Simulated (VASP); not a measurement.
The system is Cd.

```xyz
2
Lattice="2.9789 0.0000 0.0000 -1.4894 2.5798 0.0000 0.0000 0.0000 5.6177" Properties=species:S:1:pos:R:3 pbc="T T T"
Cd    0.0000    1.7199    1.4044
Cd    1.4894    0.8599    4.2132
```

```yaml
Program: VASP 6.6.1
Task: relaxation of cell and atoms
Functional: PBE
Potentials_or_basis: VASP PAW PBE potentials, release 64 (Cd)
Cutoff: 500 eV
k_mesh: 12 × 12 × 6
Occupations: fermi-dirac, width 0.1 eV
Spin: no spin polarisation
```

At the start: pressure 3.4 GPa; volume 21.59 Å³/atom.

**Question.** How do energy, volume and symmetry change on relaxing?

**Answer.** Over 6 steps the energy falls by 17.8 meV/atom and the volume is 23.15 Å³/atom (+7.3 %); space group P6_3/mmc (No. 194, to 0.05 Å).

The path:
```
step  energy change (eV)  largest force (eV/Å)  pressure (GPa)  volume (Å³)
   1              0.0000                0.0000            3.36        43.17
   2             -0.0297                0.0000           -0.03        46.06
   3             -0.0297                0.0000           -0.12        46.16
   4             -0.0327                0.0000           -0.11        46.21
   5             -0.0354                0.0000            0.06        46.33
   6             -0.0355                0.0000            0.02        46.31
```

Final structure:
```yaml
crystal:
  lattice:
    - [3.00816, 0.00000, 0.00000]
    - [-1.50408, 2.60514, 0.00000]
    - [0.00000, 0.00000, 5.90877]
  atoms:
    - { symbol: Cd, position: [0.33333, 0.66667, 0.25000] }
    - { symbol: Cd, position: [0.66667, 0.33333, 0.75000] }
```
